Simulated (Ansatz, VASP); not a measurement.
# One calculation of Ga3Sb2As, two programs

```
CELL_PARAMETERS angstrom
-2.14517 2.14517 9.06056
2.14517 -2.14517 9.06056
2.14517 2.14517 -9.06056
ATOMIC_POSITIONS crystal
Ga 0.82614 0.82614 0.00000
Ga 0.50000 0.50000 0.00000
Ga 0.17386 0.17386 0.00000
Sb 0.41316 0.91316 0.50000
Sb 0.08684 0.58684 0.50000
As 0.75000 0.25000 0.50000
```

Alike in both runs: functional PBE; k mesh 6 × 6 × 6; occupations gaussian, width 0.1 eV; no spin polarisation.

Ansatz relaxed the structure, and its values are those at the end. VASP's run is a single point on that final structure, the one shown.

|  | VASP | Ansatz |
| --- | --- | --- |
| version | VASP 6.6.1 | Ansatz 0.2.0 |
| potentials or method | VASP PAW PBE potentials, release 64 (Ga_d, Sb, As), cutoff 520 eV | scalar-relativistic, plane waves, PAW |
| valence electrons in the cell | 54 | 84 |

Ansatz gave:

```
gap on the k mesh at the Fermi level (eV) : none
pressure (GPa)                            : 0.1
rms of the force components (eV/Å)        : 0.010
```

Q: Estimate VASP's values.

A: gap on the k mesh at the Fermi level (eV): none; pressure (GPa): 0.2; rms of the force components (eV/Å): 0.009.

A gap of «none» marks a metal or a gap that the smearing closes. The functional is the same, so the differences come from potentials, cutoffs and numerics. VASP's potentials hold 54 valence electrons a cell and Ansatz's 84, so a difference there can come from the potentials and not from the codes.

Neither program's run includes spin-orbit coupling.
